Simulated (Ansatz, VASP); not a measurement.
## Ca in VASP and in Ansatz

INCAR

```
SYSTEM = Ca
PREC = Accurate
ENCUT = 520
EDIFF = 1E-6
ISMEAR = 0
SIGMA = 0.15
LREAL = .FALSE.
LASPH = .TRUE.
NELM = 60
ALGO = Fast
ISIF = 2
LWAVE = .FALSE.
LCHARG = .FALSE.
GGA = PE
NBANDS = 11
```

KPOINTS

```
regular mesh
0
G
  14 14 14
  0 0 0
```

POSCAR

```
Ca
1.0
    0.0000000000      2.7522870000      2.8780260000
    2.7522870000      0.0000000000      2.8780260000
    2.7522870000      2.7522870000      0.0000000000
Ca
1
Direct
    0.0000000000      0.0000000000      0.0000000000
```

Input for Ansatz:

```yaml
crystal:
  lattice:
    - [0.0, 2.752287, 2.878026]
    - [2.752287, 0.0, 2.878026]
    - [2.752287, 2.752287, 0.0]
  atoms:
    - { symbol: Ca, position: [0.0, 0.0, 0.0] }
basis:
  ecutwfc: 420
kpoints:
  mp_grid: { grid: [14, 14, 14] }
hamiltonian:
  xc: pbe
scf:
  occupations: { method: gaussian, width: 0.15 }
output:
  forces: true
  stress: true
  eigenvalues: true
```

Change from the starting cell: strain -0.015 along x and y, +0.030 along z, atoms carried along.

Alike in both runs: task single point; functional PBE; k mesh 14 × 14 × 14; occupations gaussian, width 0.15 eV; no spin polarisation.

|  | VASP | Ansatz |
| --- | --- | --- |
| version | VASP 6.6.1 | Ansatz 0.2.0 |
| potentials or method | VASP PAW PBE potentials, release 64 (Ca_sv), cutoff 520 eV | scalar-relativistic, plane waves, PAW |
| valence electrons in the cell | 10 | 10 |

|  | VASP | Ansatz | Ansatz less VASP |
| --- | --- | --- | --- |
| gap on the k mesh at the Fermi level (eV) | none | none | - |
| pressure (GPa) | -0.5 | -0.5 | 0.00 |
| traceless stress, the component that is largest in VASP (GPa) | -0.28 | -0.28 | 0.000 |

A gap of «none» marks a metal or a gap that the smearing closes.
